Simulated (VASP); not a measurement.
Write the native input for VASP 6.6.1 that does the following.

```
Task                   : single point
Functional             : LDA
Potentials or basis    : VASP PAW LDA potentials, release 64 (Ta_pv, Si)
Cutoff                 : 520 eV
k mesh                 : 10 × 10 × 10
Occupations            : gaussian, width 0.1 eV
Spin                   : no spin polarisation
Dipole correction      : no
Further INCAR settings : ALGO = Fast; EDIFF = 1e-07; NBANDS = 35
```

The structure of Ta2Si lies in POSCAR:

```
Ta2Si
1.0
   -3.0877629443      3.0877629443      2.5236412193
    3.0877629443     -3.0877629443      2.5236412193
    3.0877629443      3.0877629443     -2.5236412193
Ta Si
4 2
Direct
    0.6635932100      0.8364067900      0.5000000000
    0.8364067900      0.3364067900      0.1728135800
    0.3364067900      0.1635932100      0.5000000000
    0.1635932100      0.6635932100      0.8271864200
    0.2500000000      0.2500000000      0.0000000000
    0.7500000000      0.7500000000      0.0000000000
```

The input as run:

INCAR

```
SYSTEM = Ta2Si
PREC     = Accurate       ! precision mode
ENCUT    = 520            ! plane-wave cutoff, eV
EDIFF    = 1E-7           ! SCF threshold, eV
ISMEAR   = 0              ! smearing method
SIGMA    = 0.1            ! smearing width, eV
LREAL    = .False.        ! projectors in reciprocal space
LASPH    = .True.         ! aspherical terms in the spheres
NELM     = 80             ! most SCF steps
ALGO     = Fast           ! electronic algorithm
ISIF     = 2              ! what is computed and relaxed
LWAVE    = .False.        ! write WAVECAR
LCHARG   = .True.         ! write CHGCAR
LELF     = .True.         ! ELF
LVHAR    = .True.       
NBANDS   = 35             ! bands
```

KPOINTS

```
regular mesh
0
Gamma
  10 10 10
  0 0 0
```

Potentials or basis: VASP PAW LDA potentials, release 64 (Ta_pv, Si).

The run is started by

```console
$ cat potpaw_LDA.64/Ta_pv/POTCAR potpaw_LDA.64/Si/POTCAR > POTCAR
$ mpirun -np 1 vasp_std > vasp.out
```

It gave:

```
Pressure               : -6.8 GPa
Largest force          : 0.043 eV/Å
Band gap on the k mesh : zero (bands 26 and 27 overlap by 0.77 eV)
```

Caveat: the cell stands under tension; spin-orbit coupling is left out, which moves the levels of the heavy elements.

Wall time 12 min on 1 thread of Intel Xeon 8259CL (shared host), peak memory 0.39 GiB.
